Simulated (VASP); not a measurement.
Wanted: the native input for a VASP 6.6.1 run.

| Quantity | Value |
| --- | --- |
| Task | single point |
| Functional | RPBE |
| Potentials or basis | VASP PAW PBE potentials, release 64 (Pb_d, S) |
| Cutoff | 520 eV |
| k mesh | 8 × 8 × 8 |
| Occupations | fermi-dirac, width 0.05 eV |
| Spin | no spin polarisation |
| Dipole correction | no |
| Further INCAR settings | ALGO = Normal; EDIFF = 1e-06; NBANDS = 17 |

The structure of PbS (Galena) lies in POSCAR:

```
PbS
1.0
    0.0000000000      2.9853913009      2.9853913009
    2.9853913009      0.0000000000      2.9853913009
    2.9853913009      2.9853913009      0.0000000000
Pb S
1 1
Direct
    0.0000000000      0.0000000000      0.0000000000
    0.5000000000      0.5000000000      0.5000000000
```

These files were run (other wordings do the same):

INCAR

```
PREC = Accurate
ENCUT = 520
EDIFF = 1E-6
ISMEAR = -1
SIGMA = 0.05
LREAL = False
LASPH = True
NELM = 100
ALGO = Normal
ISIF = 2
LWAVE = False
LCHARG = False
GGA = RP
NBANDS = 17
```

KPOINTS

```
regular mesh
0
Gamma
  8 8 8
```

Potentials or basis: VASP PAW PBE potentials, release 64 (Pb_d, S).

The run is started by

```bash
$ cat potpaw_PBE.64/Pb_d/POTCAR potpaw_PBE.64/S/POTCAR > POTCAR
$ mpirun -np 1 vasp_std > vasp.out
```

Results of the run:

```
Pressure               : 2.9 GPa
Band gap on the k mesh : 0.53 eV, direct
```

Caveat: the PAW data sets were made with another functional, which shifts forces and pressure a little; spin-orbit coupling is left out, which moves the levels of the heavy elements.

Run time: 20 s on 1 thread of Intel(R) Xeon(R) Platinum 8488C (Sapphire Rapids) (shared host), peak memory 0.18 GiB.
